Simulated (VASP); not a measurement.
# Hf (Im-3m) in VASP: further runs, part 2 of 2

VASP 6.6.1. The steps go on from the part before.

## (5) Relaxation of cell and atoms, LDA, target pressure 5 GPa, at which the enthalpy is minimised

This run uses another cell than the first one, of 23.52 Å³/atom, 1.151 times its volume.

INCAR

```
SYSTEM = Hf
ALGO = Normal
EDIFF = 1E-7
EDIFFG = -0.02
ENCUT = 600
GGA = CA
IBRION = 2
ISIF = 3
ISMEAR = -1
LASPH = .True.
LCHARG = .False.
LREAL = .False.
LWAVE = .False.
NELM = 60
NSW = 80
PREC = Accurate
PSTRESS = 50.0
SIGMA = 0.05
```

KPOINTS

```
k-points
0
Gamma
  10 10 10
  0 0 0
```

POSCAR

```
Hf
1.0
   -1.8050000000      1.8050000000      1.8050000000
    1.8050000000     -1.8050000000      1.8050000000
    1.8050000000      1.8050000000     -1.8050000000
Hf
1
Direct
    0.0000000000      0.0000000000      0.0000000000
```

Potentials or basis: VASP PAW LDA potentials, release 64 (Hf_pv).

The run is started by

```console
> cat potpaw_LDA.64/Hf_pv/POTCAR > POTCAR
> mpirun -np 1 vasp_std > vasp.out
```

OUTCAR:

```text
SYSTEM = Hf
   EDIFF = 1E-7
   EDIFFG = -0.02
   ENCUT = 600
   GGA = CA
   IBRION = 2
   ISIF = 3
   ISMEAR = -1
   LASPH = .True.
   LREAL = .False.
   NELM = 60
   NSW = 80
   PREC = Accurate
   PSTRESS = 50.0

 ion  position               nearest neighbor table
   1  0.000  0.000  0.000-

  LATTYP: Found a body centered cubic cell.
 ALAT       =     3.6100000000

  Lattice vectors:

 A1 = (  -1.8050000000,   1.8050000000,   1.8050000000)
 A2 = (   1.8050000000,  -1.8050000000,   1.8050000000)
 A3 = (   1.8050000000,   1.8050000000,  -1.8050000000)

Analysis of symmetry for initial positions (statically):
=====================================================================
 Subroutine PRICEL returns:
 Original cell was already a primitive cell.

 Routine SETGRP: Setting up the symmetry group for a
 body centered cubic supercell.

 Subroutine GETGRP returns: Found 48 space group operations
[... 9 lines left out ...]

 Routine SETGRP: Setting up the symmetry group for a
 body centered cubic supercell.

 Subroutine GETGRP returns: Found 48 space group operations
[... 11 lines left out ...]
                                     Primitive cell

  volume of cell :      23.5229

  direct lattice vectors                    reciprocal lattice vectors
    -1.805000000  1.805000000  1.805000000     0.000000000  0.277008310  0.277008310
     1.805000000 -1.805000000  1.805000000     0.277008310  0.000000000  0.277008310
     1.805000000  1.805000000 -1.805000000     0.277008310  0.277008310  0.000000000

  length of vectors
     3.126351708  3.126351708  3.126351708     0.391748909  0.391748909  0.391748909

  position of ions in fractional coordinates (direct lattice)
     0.000000000  0.000000000  0.000000000

  ion indices of the primitive-cell ions
   primitive index   ion index
                 1           1

----------------------------------------------------------------------------------------
[... 95 lines left out ...]
   GGA     = CA    functional components
   LHFCALC =     F    Hartree Fock is set to
   AEXX    =    0.0000 exact exchange contribution
   IVDW    =     0    specifies the selected vdW correction
   LEPSILON=     F    determine dielectric tensor
   LRPA    =     F    only Hartree local field effects (RPA)
 conjugate gradient relaxation of ions
 non-spin polarized calculation
  energy-cutoff  :      600.00
  volume of cell :       23.52
 maximum number of plane-waves:       802
 NGX is ok and might be reduce to    28
   NGX = 13   NGY = 13   NGZ = 13

--------------------------------------- Ionic step        1  -------------------------------------------

 number of electron      10.0000000 magnetization

 number of electron       9.9999999 magnetization

 Free energy of the ion-electron system (eV)
  ---------------------------------------------------
  ext. energy  EPLUGINS =         0.00000000
  ---------------------------------------------------
  free energy    TOTEN  =       -10.42273937 eV

  energy without entropy =      -10.40792866  energy(sigma->0) =      -10.41533402

------------------------ aborting loop because EDIFF is reached ----------------------------------------

  FORCE on cell =-STRESS in cart. coord.  units (eV):
  Direction    XX          YY          ZZ          XY          YZ          ZX
  --------------------------------------------------------------------------------------
  -------------------------------------------------------------------------------------
  Total       -1.8527715     -1.8527715     -1.8527715      0.0000000      0.0000000      0.0000000
  in kB     -126.1946192   -126.1946192   -126.1946192      0.0000000      0.0000000      0.0000000
  external PRESSURE =    -176.1946192 kB  Pullay stress =      50.0000000 kB
[... 209 lines left out ...]
--------------------------------------- Ionic step        7  -------------------------------------------

 number of electron      10.0000001 magnetization

 Free energy of the ion-electron system (eV)
  ---------------------------------------------------
  ext. energy  EPLUGINS =         0.00000000
  ---------------------------------------------------
  free energy    TOTEN  =       -10.54240674 eV

  energy without entropy =      -10.52792278  energy(sigma->0) =      -10.53516476

 E-fermi :   5.4797     XC(G=0): -12.0905

 val. band max:        5.4245178094   @ k =   0.2000   0.2000   0.0000
 cond. band min:       5.5062521648   @ k =  -0.2000   0.3000   0.1000
 fundamental gap:      0.0817343554
 Fermi energy:         5.4797191936

 k-point     1 :       0.0000    0.0000    0.0000
  band No.  band energies     occupation
      1     -23.7358      2.00000
      2     -23.7358      2.00000
      3     -23.7358      2.00000
      4      -1.9661      2.00000
      5       6.9479      0.00000
      6       6.9479      0.00000
      7       6.9479      0.00000
      8      10.1503      0.00000
      9      10.1503      0.00000
[... 265 lines left out ...]
 k-point    24 :      -0.3000    0.3000    0.1000
  band No.  band energies     occupation
      1     -24.5928      2.00000
      2     -24.0535      2.00000
      3     -23.8404      2.00000
      4       1.2832      2.00000
      5       5.5819      0.22935
      6       5.6695      0.04395
      7       8.6477      0.00000
      8      10.4233      0.00000
      9      11.1932      0.00000

 [... further k-points ...]
[... 5 lines left out ...]
  --------------------------------------------------------------------------------------
  -------------------------------------------------------------------------------------
  Total        0.6104614      0.6104614      0.6104614      0.0000000      0.0000000     -0.0000000
  in kB       49.9971824     49.9971824     49.9971824      0.0000000      0.0000000     -0.0000000
  external PRESSURE =      -0.0028176 kB  Pullay stress =      50.0000000 kB
[... 20 lines left out ...]
  energy  without entropy=      -10.5279227753  energy(sigma->0) =      -10.53516476

  enthalpy is  TOTEN    =        -9.9319109252 eV   P V=        0.6104958129

 reached required accuracy - stopping structural energy minimisation
```

Run time: 93 s. Hardware: 1 thread of Intel Xeon 8259CL, shared host; peak memory 0.16 GiB.

Results:

| Property | Result |
| --- | --- |
| Free energy | -10.5424 eV |
| Relaxed volume | 19.56 Å³/atom |
| Relaxed cell | a = 2.940 Å, b = 2.940 Å, c = 2.940 Å, α = 109.47°, β = 109.47°, γ = 109.47° |
| Space group after relaxing (to 0.05 Å) | Im-3m (No. 229) |
| Energy change on relaxing (the enthalpy is what falls) | -119.7 meV/atom |
| Ionic steps | 7 |
| Pressure after relaxing | 5.0 GPa |
| Band gap on the k mesh | zero (band 5 reaches 6.95 eV, above the bottom of band 6 at 4.54 eV) |

The path:
```
step  energy change (eV)  largest force (eV/Å)  pressure (GPa)  volume (Å³)
   1              0.0000                0.0000          -12.62        23.52
   2              0.3915                0.0000           44.48        15.77
   3             -0.1242                0.0000            4.05        19.72
   4             -0.1207                0.0000            4.79        19.60
   5             -0.1184                0.0000            5.24        19.52
   6             -0.1207                0.0000            4.79        19.60
   7             -0.1197                0.0000            5.00        19.56
```

Final structure:
```
Hf
1.0
    -1.69741    1.69741    1.69741
     1.69741   -1.69741    1.69741
     1.69741    1.69741   -1.69741
Hf
1
Direct
  0.00000 0.00000 0.00000
```

Caveat: the cell is relaxed towards a set pressure, so the enthalpy falls and the energy may rise; the volume moved by over 15 % at a fixed basis, so the end points are rough; spin-orbit coupling is left out, which moves the levels of the heavy elements.

## (6) Relaxation of cell and atoms, LDA, target pressure 10 GPa, at which the enthalpy is minimised

This run uses another cell than the first one, of 23.52 Å³/atom, 1.151 times its volume.

INCAR

```
PREC = Accurate ; ENCUT = 600
EDIFF = 1E-6 ; ISMEAR = -1
SIGMA = 0.05 ; LREAL = F
LASPH = T ; NELM = 100
ALGO = Normal ; ISIF = 3
LWAVE = F ; LCHARG = F
GGA = CA ; IBRION = 2
NSW = 80 ; EDIFFG = -0.02
PSTRESS = 100.0
```

KPOINTS

```
regular mesh
0
Gamma
  10 10 10
```

POSCAR is that of step 5.

Potentials or basis: VASP PAW LDA potentials, release 64 (Hf_pv).

The run is started by

```console
> cat potpaw_LDA.64/Hf_pv/POTCAR > POTCAR
> mpirun -np 1 vasp_std > vasp.out
```

Run time: 66 s. Hardware: 1 thread of Intel Xeon 8259CL, shared host; peak memory 0.16 GiB.

It converged, with:

| Quantity | Value |
| --- | --- |
| Free energy | -10.5081 eV |
| Relaxed volume | 18.82 Å³/atom |
| Relaxed cell | a = 2.902 Å, b = 2.902 Å, c = 2.902 Å, α = 109.47°, β = 109.47°, γ = 109.47° |
| Space group after relaxing (to 0.05 Å) | Im-3m (No. 229) |
| Energy change on relaxing (the enthalpy is what falls) | -85.3 meV/atom |
| Ionic steps | 5 |
| Pressure after relaxing | 10.0 GPa |
| Band gap on the k mesh | zero (band 5 reaches 7.26 eV, above the bottom of band 6 at 4.80 eV) |

Step by step:
```tsv
step	energy change (eV)	largest force (eV/Å)	pressure (GPa)	volume (Å³)
1	0.0000	0.0000	-12.62	23.52
2	1.1106	0.0000	84.30	13.93
3	-0.1030	0.0000	7.70	19.14
4	-0.0905	0.0000	9.38	18.91
5	-0.0853	0.0000	9.96	18.82
```

Final structure:
```
Hf
1.0
    -1.67565    1.67565    1.67565
     1.67565   -1.67565    1.67565
     1.67565    1.67565   -1.67565
Hf
1
Direct
  0.00000 0.00000 0.00000
```

Levels at points of the mesh, in eV from the Fermi level:
```
           k point  band 1  band 2  band 3  band 4  band 5  band 6  band 7  band 8  band 9
(0.00, 0.00, 0.00)  -29.06  -29.06  -29.06   -7.55    1.50    1.50    1.50    4.82    4.82
(0.50, 0.00, 0.00)  -30.52  -29.52  -29.07   -4.01   -0.97    1.99    4.76    5.94    9.14
(0.50, 0.50, 0.50)  -30.05  -30.05  -30.05   -3.47   -3.47    8.05    8.05    8.05    8.80
```

Caveat: the cell is relaxed towards a set pressure, so the enthalpy falls and the energy may rise; the volume moved by over 15 % at a fixed basis, so the end points are rough; spin-orbit coupling is left out, which moves the levels of the heavy elements. LDA usually gives volumes a few per cent too small.

## (7) Overview

| task | cell | cutoff (eV) | gap on the mesh (eV) | pressure (GPa) |
| --- | --- | --- | --- | --- |
| single point | a = 2.983 Å, angles 109.5°, 1 atom | 520 | none | 0.1 |
| relaxation of cell and atoms | relaxed from a = 3.126 Å, angles 109.5°, 1 atom | 600 | none | 0.1 |
| relaxation of cell and atoms | relaxed to 2 GPa from a = 3.126 Å, angles 109.5°, 1 atom | 600 | none | 1.9 |
| relaxation of cell and atoms | relaxed to 5 GPa from a = 3.126 Å, angles 109.5°, 1 atom | 600 | none | 5.0 |
| relaxation of cell and atoms | relaxed to 10 GPa from a = 3.126 Å, angles 109.5°, 1 atom | 600 | none | 10.0 |

Alike in all rows: level LDA; potentials or basis VASP PAW LDA potentials, release 64 (Hf_pv); no spin polarisation; k mesh 10 × 10 × 10; smearing fermi-dirac 0.05 eV.

Caveats: spin-orbit coupling is left out, which moves the levels of the heavy elements; the cell is relaxed towards a set pressure, so the enthalpy falls and the energy may rise (some runs); the volume moved by over 15 % at a fixed basis, so the end points are rough (some runs); the volume moved by -13 % from the deposited cell, more than functionals usually miss (some runs).

Total energies depend on the potentials used, so only differences within one code and one set of settings carry meaning.
